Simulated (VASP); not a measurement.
TiO2, 6 atoms in the cell. The typed cell holds 6 atoms: a = 4.654 Å, b = 4.642 Å, c = 2.969 Å, α = 90.00°, β = 89.98°, γ = 90.14°. 

| Property | Result |
| --- | --- |
| Program | VASP 6.6.1 |
| Task | single point |
| Functional | PBE |
| Potentials or basis | VASP PAW PBE potentials, release 64 (Ti_sv, O) |
| Cutoff | 600 eV |
| k mesh | 4 × 4 × 6 |
| Occupations | gaussian, width 0.1 eV |
| Spin | no spin polarisation |
| Dipole correction | no |
| Further INCAR settings | ALGO = Normal; EDIFF = 1e-06; NBANDS = 33 |

Potentials or basis: VASP PAW PBE potentials, release 64 (Ti_sv, O).

The run is started by

```bash
$ cat potpaw_PBE.64/Ti_sv/POTCAR potpaw_PBE.64/O/POTCAR > POTCAR
$ mpirun -np 1 vasp_std > vasp.out
```

Hardware: 1 thread of Oxide Virtual Turin-like Processor, on a shared host.

Q: Estimate the wall time of this run.

A: Wall time 3.9 min on 1 thread of Oxide Virtual Turin-like Processor, on a shared host, peak memory 0.22 GiB. Counts: scf iterations 17, k points 52.
